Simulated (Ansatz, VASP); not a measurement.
# Sn: VASP beside Ansatz

```
CELL_PARAMETERS angstrom
3.28644 0.00000 0.00000
-1.64322 2.84614 0.00000
0.00000 0.00000 5.46826
ATOMIC_POSITIONS crystal
Sn 0.33333 0.66667 0.25000
Sn 0.66667 0.33333 0.75000
```

Alike in both runs: task single point; functional LDA; k mesh 11 × 11 × 6; occupations fermi-dirac, width 0.1 eV; non-collinear spin, spin-orbit coupling.

```csv
,VASP,Ansatz
version,VASP 6.6.1,Ansatz 0.2.0
potentials or method,"VASP PAW LDA potentials, release 64 (Sn_d), cutoff 520 eV","plane waves (420 eV) with PAW, fully relativistic with spin-orbit coupling"
valence electrons in the cell,28,28
```

```tsv
	VASP	Ansatz	Ansatz less VASP
net moment per atom (μB)	0.00	0.00	0.000
```

Ansatz warns that its potentials were made for another functional, while VASP's fit it. LDA's correlation is that of Perdew and Zunger in VASP and of Perdew and Wang (1992) in Ansatz.
